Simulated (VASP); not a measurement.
C11O, 12 atoms in the cell. The cell holds a slab with vacuum, 12 atoms: a = 3.647 Å, b = 4.269 Å, c = 23.581 Å, α = 90.00°, β = 90.00°, γ = 112.97°. 

| Item | Value |
| --- | --- |
| Program | VASP 6.6.1 |
| Task | single point |
| Functional | PBE |
| Dispersion | D3(BJ) |
| Potentials or basis | VASP PAW PBE potentials, release 64 (C, O) |
| Cutoff | 520 eV |
| k mesh | 8 × 7 × 1 |
| Occupations | gaussian, width 0.05 eV |
| Spin | no spin polarisation |
| Dipole correction | yes |
| Further INCAR settings | ALGO = Normal; EDIFF = 1e-06; NBANDS = 37 |

Potentials or basis: VASP PAW PBE potentials, release 64 (C, O).

Launch:

```sh
$ cat potpaw_PBE.64/C/POTCAR potpaw_PBE.64/O/POTCAR > POTCAR
$ mpirun -np 1 vasp_std > vasp.out
```

Hardware: 1 thread of Intel(R) Xeon(R) 6975P-C (Granite Rapids), on a shared host.

Task: How long does it take, and how much memory?

Result: Run time: 5.2 min on 1 thread of Intel(R) Xeon(R) 6975P-C (Granite Rapids), on a shared host, peak memory 0.54 GiB. Counts: scf iterations 23, k points 29.
